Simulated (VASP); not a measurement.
Runs of VASP 6.6.1 on CaO. The structure is that of space group Fm-3m (No. 225), or close to it. The cells are those of the table. 

```tsv
level	cell	cutoff (eV)	gap on the mesh (eV)	pressure (GPa)
PBE	a = 3.346 Å, angles 60.0°, 2 atoms	520	3.62	8.2
PBE	a = 3.526 Å, angles 60.0°, 2 atoms	520	3.64	-7.8
PBE	a = 3.482 Å, angles 60.0°, 2 atoms	520	3.64	-5.0
revPBE	a = 3.415 Å, angles 60.0°, 2 atoms	600	3.72	3.3
PBE	a = 3.449 Å, angles 60.0°, 2 atoms	520	3.64	(a)
PBE	a = 3.273 Å, angles 60.0°, 2 atoms	520	3.57	18.9
PBE	a = 3.415 Å, angles 60.0°, 2 atoms	520	3.64	0.6
PBE	a = 3.381 Å, angles 60.0°, 2 atoms	520	3.63	(b)
PBE	a = 3.310 Å, angles 60.0°, 2 atoms	520	3.60	(c)
```

Alike in all rows: task single point; potentials or basis VASP PAW PBE potentials, release 64 (Ca_sv, O); no spin polarisation; k mesh 8 × 8 × 8; smearing gaussian 0.02 eV.

Task: Fill in the values left out.

Result: (a) -2.4; (b) 4.1; (c) 13.1.

Caveats: the PAW data sets were made with another functional, which shifts forces and pressure a little (some runs).

A k mesh can miss the band edges.
